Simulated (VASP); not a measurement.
A run of VASP 6.6.1 is set up as follows.

Contents of INCAR:

```
SYSTEM = CaSi3N2
PREC = Accurate
ENCUT = 600
EDIFF = 1E-6
ISMEAR = 0
SIGMA = 0.1
LREAL = .False.
LASPH = .True.
NELM = 120
ALGO = Normal
ISIF = 2
LWAVE = .False.
LCHARG = .True.
GGA = PE
LELF = .True.
LVHAR = .True.
NBANDS = 25
GGA_COMPAT = .False.
```

File KPOINTS:

```
regular mesh
0
Gamma
  6 6 6
  0 0 0
```

POSCAR

```
CaSi3N2
1.0
    5.0482436513      0.0000000027      0.0000000000
   -2.5241218280      4.3719072451      0.0000000000
    0.0000000000      0.0000000000      3.4097921575
Ca Si N
1 3 2
Direct
    0.0000000000      0.0000000000      0.0000000000
    0.5000000000      0.0000000000      0.5000000000
    0.5000000000      0.5000000000      0.5000000000
    0.0000000000      0.5000000000      0.5000000000
    0.3333333333      0.6666666667      0.0000000000
    0.6666666667      0.3333333333      0.0000000000
```

Potentials or basis: VASP PAW PBE potentials, release 64 (Ca_sv, Si, N).

Command:

```console
$ cat potpaw_PBE.64/Ca_sv/POTCAR potpaw_PBE.64/Si/POTCAR potpaw_PBE.64/N/POTCAR > POTCAR
$ mpirun -np 1 vasp_std > vasp.out
```

Q: What does it give for the pressure?

A: 0.1 GPa.

Q: Estimate the band gap on the k mesh.

A: Zero (bands 16 and 17 overlap by 2.83 eV).

Stress tensor (GPa, compression positive):
```
-0.06  0.00  0.00
 0.00 -0.06  0.00
 0.00  0.00  0.47
```
